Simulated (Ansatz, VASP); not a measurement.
SrCl2 in VASP and in Ansatz

```
Sr Cl
1.0
     0.00000    3.59510    3.31828
     3.59510    0.00000    3.31828
     3.59510    3.59510    0.00000
Sr Cl
1 2
Direct
  0.00000 0.00000 0.00000
  0.25000 0.25000 0.25000
  0.75000 0.75000 0.75000
```

Alike in both runs: task single point; functional PBE; k mesh 6 × 6 × 6; occupations gaussian, width 0.05 eV; no spin polarisation.

|  | VASP | Ansatz |
| --- | --- | --- |
| version | VASP 6.6.1 | Ansatz 0.2.0 |
| potentials or method | VASP PAW PBE potentials, release 64 (Sr_sv, Cl), cutoff 520 eV | scalar-relativistic, plane waves, PAW |
| valence electrons in the cell | 24 | 24 |

VASP gave:

```
gap on the k mesh at the Fermi level (eV)                     : 4.79
least direct gap on the mesh (eV)                             : 5.05
pressure (GPa)                                                : 0.8
traceless stress, the component that is largest in VASP (GPa) : 2.84
```

Question: Which values does Ansatz return?

Answer: gap on the k mesh at the Fermi level (eV): 4.79; least direct gap on the mesh (eV): 5.05; pressure (GPa): 0.7; traceless stress, the component that is largest in VASP (GPa): 2.86.
